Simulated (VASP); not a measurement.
Here is a VASP 6.6.1 calculation.

POSCAR

```
P
1.0
    1.7493681869      1.0099981936      3.0456553624
   -1.7493681869      1.0099981936      3.0456553624
    0.0000000000     -2.0199963872      3.0456553624
P
2
Direct
    0.2270802500      0.2270802500      0.2270802500
    0.7729197500      0.7729197500      0.7729197500
```

The input INCAR.step1:

```
PREC = Accurate
ENCUT = 520
ISMEAR = 0
SIGMA = 0.15
LREAL = F
LASPH = T
NELM = 80
NBANDS = 12
GGA = PE
ALGO = Normal
EDIFF = 1E-4
LWAVE = T
LCHARG = F
```

The input INCAR.step2:

```
PREC = Accurate
ENCUT = 520
EDIFF = 1E-6
ISMEAR = 0
SIGMA = 0.15
LREAL = F
LASPH = T
NELM = 80
ALGO = Normal
ISIF = 2
LWAVE = F
LCHARG = F
METAGGA = R2SCAN
LMIXTAU = T
NBANDS = 12
ISTART = 1
```

KPOINTS

```
Automatic mesh
0
Gamma
  18 18 18
```

Potentials or basis: VASP PAW PBE potentials, release 64 (P).

Launch:

```sh
$ cat potpaw_PBE.64/P/POTCAR > POTCAR
$ cp INCAR.step1 INCAR
$ mpirun -np 1 vasp_std > vasp.out
$ cp INCAR.step2 INCAR
$ mpirun -np 1 vasp_std > vasp.out
```

Question: Estimate the pressure.

Answer: -1.0 GPa.

Question: What does it give for the band gap on the k mesh?

Answer: Zero (bands 5 and 6 overlap by 0.86 eV).

Question: What does it give for the largest force?

Answer: 0.150 eV/Å.

Stress tensor (GPa, compression positive):
```
-2.24  0.00  0.00
 0.00 -2.24  0.00
 0.00  0.00  1.43
```

Caveat: the PAW data sets were made with another functional, which shifts forces and pressure a little.
